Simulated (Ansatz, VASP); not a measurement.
**NiO: VASP beside Ansatz**

```
Ni O
1.0
     0.00000    2.08590    2.08590
     2.08590    0.00000    2.08590
     2.08590    2.08590    0.00000
Ni O
1 1
Direct
  0.00000 0.00000 0.00000
  0.54794 0.54794 0.45206
```

Alike in both runs: task single point; functional PBE; k mesh 11 × 11 × 11; occupations fermi-dirac, width 0.05 eV; collinear spin.

```csv
,VASP,Ansatz
version,VASP 6.6.1,Ansatz 0.2.0
potentials or method,"VASP PAW PBE potentials, release 64 (Ni, O)","plane waves, PAW"
plane-wave cutoff (eV),520,420
valence electrons in the cell,16,24
```

|  | VASP | Ansatz | Ansatz less VASP |
| --- | --- | --- | --- |
| rms of the force components (eV/Å) | 0.579 | 0.558 | -0.0210 |
| net moment per atom (μB) | 0.94 | 0.95 | +0.010 |
| size of the moment on the site where the two differ most (μB) | 1.50 | 1.45 | -0.051 |

Site moments also hang on the region over which each program counts them. Atom by atom the forces differ by 0.021 eV/Å (rms over components). VASP's potentials hold 16 valence electrons a cell and Ansatz's 24, so a difference there can come from the potentials and not from the codes.
